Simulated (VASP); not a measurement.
# Si2Ni (Fm-3m) in VASP: single point with PBE

Aim: the single point of Si2Ni with PBE.

All numbers are computed with VASP 6.6.1; they aren't measurements. Logs are shortened: lines on timing, memory, paths and dates and some standing lists are left out, and cuts for length are marked.

**1. The cell of the first run**

The structure is cubic, space group Fm-3m (No. 225). Conventional cell: a = 5.386 Å, b = 5.386 Å, c = 5.386 Å, α = 90.00°, β = 90.00°, γ = 90.00°. Si (site symmetry -43m) has 4 Ni at 2.33 Å and 6 Si at 2.69 Å within 3.1 Å. Within 3.1 Å of Ni (site symmetry m-3m) lie 8 Si at 2.33 Å.

**2. Single point, PBE**

Input file INCAR:

```
ALGO     = Normal         # electronic algorithm
EDIFF    = 1E-6           # SCF threshold, eV
ENCUT    = 600            # plane-wave cutoff, eV
GGA      = PE             # functional
GGA_COMPAT= F            
ISIF     = 2              # what is computed and relaxed
ISMEAR   = 0              # smearing method
LASPH    = T              # aspherical terms in the spheres
LCHARG   = F              # write CHGCAR
LREAL    = F              # projectors in reciprocal space
LWAVE    = F              # write WAVECAR
NBANDS   = 16             # bands
NELM     = 120            # most SCF steps
PREC     = Accurate       # precision mode
SIGMA    = 0.1            # smearing width, eV
```

Input file KPOINTS:

```
k-points
0
Gamma
  6 6 6
```

Input file POSCAR:

```
Si2Ni
1.0
    0.0000000000      2.6931550400      2.6931550400
    2.6931550400      0.0000000000      2.6931550400
    2.6931550400      2.6931550400      0.0000000000
Si Ni
2 1
Direct
    0.2500000000      0.2500000000      0.2500000000
    0.7500000000      0.7500000000      0.7500000000
    0.0000000000      0.0000000000      0.0000000000
```

Potentials or basis: VASP PAW PBE potentials, release 64 (Si, Ni).

The run is started by

```
$ cat potpaw_PBE.64/Si/POTCAR potpaw_PBE.64/Ni/POTCAR > POTCAR
$ mpirun -np 1 vasp_std > vasp.out
```

OUTCAR:

```text
EDIFF = 1E-6
   ENCUT = 600
   GGA = PE
   ISIF = 2
   ISMEAR = 0
   LASPH = T
   LREAL = F
   NELM = 120
   PREC = Accurate

 ion  position               nearest neighbor table
   1  0.250  0.250  0.250-   3 2.33   3 2.33   3 2.33   3 2.33   2 2.69   2 2.69   2 2.69   2 2.69
                             2 2.69   2 2.69
   2  0.750  0.750  0.750-   3 2.33   3 2.33   3 2.33   3 2.33   1 2.69   1 2.69   1 2.69   1 2.69
                             1 2.69   1 2.69
   3  0.000  0.000  0.000-   2 2.33   2 2.33   2 2.33   1 2.33   1 2.33   1 2.33   2 2.33   1 2.33

  LATTYP: Found a face centered cubic cell.
 ALAT       =     5.3863100800

  Lattice vectors:

 A1 = (   0.0000000000,   2.6931550400,   2.6931550400)
 A2 = (   2.6931550400,   0.0000000000,   2.6931550400)
 A3 = (   2.6931550400,   2.6931550400,   0.0000000000)

Analysis of symmetry for initial positions (statically):
=====================================================================
 Subroutine PRICEL returns:
 Original cell was already a primitive cell.

 Routine SETGRP: Setting up the symmetry group for a
 face centered cubic supercell.

 Subroutine GETGRP returns: Found 48 space group operations
 (whereof 48 operations were pure point group operations)
 out of a pool of 48 trial point group operations.

The static configuration has the point symmetry O_h .

Analysis of symmetry for dynamics (positions and initial velocities):
=====================================================================
 Subroutine PRICEL returns:
 Original cell was already a primitive cell.

 Routine SETGRP: Setting up the symmetry group for a
 face centered cubic supercell.

 Subroutine GETGRP returns: Found 48 space group operations
 (whereof 48 operations were pure point group operations)
 out of a pool of 48 trial point group operations.

The dynamic configuration has the point symmetry O_h .

 Subroutine INISYM returns: Found 48 space group operations
 (whereof 48 operations are pure point group operations),
 and found     1 'primitive' translations

----------------------------------------------------------------------------------------

                                     Primitive cell

  volume of cell :      39.0674

  direct lattice vectors                    reciprocal lattice vectors
     0.000000000  2.693155040  2.693155040    -0.185655854  0.185655854  0.185655854
     2.693155040  0.000000000  2.693155040     0.185655854 -0.185655854  0.185655854
     2.693155040  2.693155040  0.000000000     0.185655854  0.185655854 -0.185655854

  length of vectors
[... 78 lines left out ...]
   NSW    =      0    number of steps for IOM
   IBRION =     -1    ionic relax: 0-MD 1-quasi-New 2-CG
   NFREE  =      0    steps in history (QN), initial steepest desc. (CG)
   ISIF   =      2    stress and relaxation
   ISYM   =      2    0-nonsym 1-usesym 2-fastsym
   POTIM  = 0.5000    time-step for ionic-motion
   TEBEG  =    0.0;   TEEND  =   0.0 temperature during run
   PSTRESS=    0.0 pullay stress
   NELECT =      18.0000    total number of electrons
   NUPDOWN=      -1.0000    fix difference up-down
   EMIN   =  10.00;   EMAX   =-10.00  energy-range for DOS
   EFERMI =   0.00;   METHOD = LEGACY
   ISMEAR =     0;   SIGMA  =   0.10  broadening in eV -4-tet -1-fermi 0-gaus
   EFERMI_NEDOS =   21; number of points for ismear=-14 and -15
   IALGO  =     38    algorithm
   IMIX   =      4    mixing-type and parameters
     AMIX     =   0.40;   BMIX     =  1.00
     AMIX_MAG =   1.60;   BMIX_MAG =  1.00
  volume/ion in A,a.u.               =      13.02        87.88
  Fermi-wavevector in a.u.,A,eV,Ry     =   1.264429  2.389424 21.752718  1.598780
  Thomas-Fermi vector in A             =   2.397734
   LORBIT       =      0    0 simple, 1 ext, 2 COOP (PROOUT), +10 PAW based schemes
   GGA     = PE    functional components
   LHFCALC =     F    Hartree Fock is set to
   AEXX    =    0.0000 exact exchange contribution
   IVDW    =     0    specifies the selected vdW correction
   LEPSILON=     F    determine dielectric tensor
   LRPA    =     F    only Hartree local field effects (RPA)
 non-spin polarized calculation
 Gauss-broadening in eV      SIGMA  =   0.10
  energy-cutoff  :      600.00
  volume of cell :       39.07
 maximum number of plane-waves:      1315
   NGX = 15   NGY = 15   NGZ = 15

 number of electron      17.9999991 magnetization

 Free energy of the ion-electron system (eV)
  ---------------------------------------------------
  ext. energy  EPLUGINS =         0.00000000
  ---------------------------------------------------
  free energy    TOTEN  =       -17.34737313 eV

  energy without entropy =      -17.34064439  energy(sigma->0) =      -17.34400876

 E-fermi :  10.6817     XC(G=0): -11.6370

 val. band max:       10.6679649159   @ k =   0.1667   0.1667   0.0000
 cond. band min:      10.9716872894   @ k =   0.3333   0.1667   0.0000
 fundamental gap:      0.3037223735
 Fermi energy:        10.6817051000

 k-point     1 :       0.0000    0.0000    0.0000
  band No.  band energies     occupation
      1      -3.3416      2.00000
      2       5.3551      2.00000
      3       5.3551      2.00000
      4       5.3551      2.00000
      5       7.0653      2.00000
      6       7.0653      2.00000
[... 281 lines left out ...]
      3       3.0000      2.00000
      4       4.4937      2.00000
      5       6.6293      2.00000
      6       6.9467      2.00000
[... 8 lines left out ...]
     15      20.2056      0.00000
     16      21.4571      0.00000

------------------------ aborting loop because EDIFF is reached ----------------------------------------

  FORCE on cell =-STRESS in cart. coord.  units (eV):
  Direction    XX          YY          ZZ          XY          YZ          ZX
  --------------------------------------------------------------------------------------
  -------------------------------------------------------------------------------------
  Total        1.3592874      1.3592874      1.3592874      0.0000000     -0.0000000      0.0000000
  in kB       55.7452414     55.7452414     55.7452414      0.0000000     -0.0000000      0.0000000
  external PRESSURE =      55.7452414 kB  Pullay stress =       0.0000000 kB

 VOLUME and BASIS-vectors are now :
 -----------------------------------------------------------------------------
  energy-cutoff  :      600.00
  volume of cell :       39.07
      direct lattice vectors                 reciprocal lattice vectors
     0.000000000  2.693155040  2.693155040    -0.185655854  0.185655854  0.185655854
     2.693155040  0.000000000  2.693155040     0.185655854 -0.185655854  0.185655854
     2.693155040  2.693155040  0.000000000     0.185655854  0.185655854 -0.185655854

 POSITION                                       TOTAL-FORCE (eV/Angst)
 -----------------------------------------------------------------------------------
      1.34658      1.34658      1.34658         0.000000      0.000000      0.000000
      4.03973      4.03973      4.03973         0.000000     -0.000000      0.000000
      0.00000      0.00000      0.00000        -0.000000      0.000000     -0.000000
 -----------------------------------------------------------------------------------
    total drift:                                0.000000     -0.000000     -0.000000

  FREE ENERGIE OF THE ION-ELECTRON SYSTEM (eV)
  ---------------------------------------------------
  free  energy   TOTEN  =       -17.3473731301 eV

  energy  without entropy=      -17.3406443945  energy(sigma->0) =      -17.34400876
```

stdout:

```text
POSCAR found type information on POSCAR SiNi
 POSCAR found :  2 types and       3 ions
 scaLAPACK will be used
 LDA part: xc-table for (Slater+PW92), standard interpolation
 POSCAR, INCAR and KPOINTS ok, starting setup
 FFT: planning ... GRIDC
 FFT: planning ... GRID_SOFT
 FFT: planning ... GRID
 WAVECAR not read
 entering main loop
```

Wall time 22 s (1 thread of AMD EPYC 7R13, shared host); peak memory 0.14 GiB.

Results:

* Free energy: -17.3474 eV
* Pressure: 5.6 GPa
* Band gap on the k mesh: zero (band 9 reaches 12.34 eV, above the bottom of band 10 at 10.23 eV)

Spin polarisation is off, so any magnetic state and its effect on volume and gap are missing.
